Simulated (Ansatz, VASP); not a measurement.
**One calculation of TaH5, two programs**

```
Ta H
1.0
     3.56775    0.00000    0.00000
    -1.78388    3.08976    0.00000
     0.00000    0.00000    3.11228
Ta H
1 5
Direct
  0.00000 0.00000 0.50000
  0.69510 0.00000 0.00000
  0.30490 0.30490 0.00000
  0.00000 0.69510 0.00000
  0.66667 0.33333 0.50000
  0.33333 0.66667 0.50000
```

Change from the starting cell: species swapped into the MgSn5 type (P-62m, No. 189).

Alike in both runs: functional PBE; k mesh 6 × 6 × 6; occupations gaussian, width 0.1 eV; no spin polarisation.

Ansatz relaxed the structure, and its values are those at the end. VASP's run is a single point on that final structure, the one shown.

|  | VASP | Ansatz |
| --- | --- | --- |
| version | VASP 6.6.1 | Ansatz 0.2.0 |
| potentials or method | VASP PAW PBE potentials, release 64 (Ta_pv, H), cutoff 520 eV | scalar-relativistic, plane waves, PAW |
| valence electrons in the cell | 16 | 18 |

```csv
,VASP,Ansatz,Ansatz less VASP
gap on the k mesh at the Fermi level (eV),none,none,-
pressure (GPa),-0.1,-0.1,-0.02
rms of the force components (eV/Å),0.007,0.003,-0.0046
```

A gap of «none» marks a metal or a gap that the smearing closes. With one functional, cell and mesh, what is left measures potentials, basis and numerics. VASP's potentials hold 16 valence electrons a cell and Ansatz's 18, so a difference there can come from the potentials and not from the codes.

Neither program's run includes spin-orbit coupling.
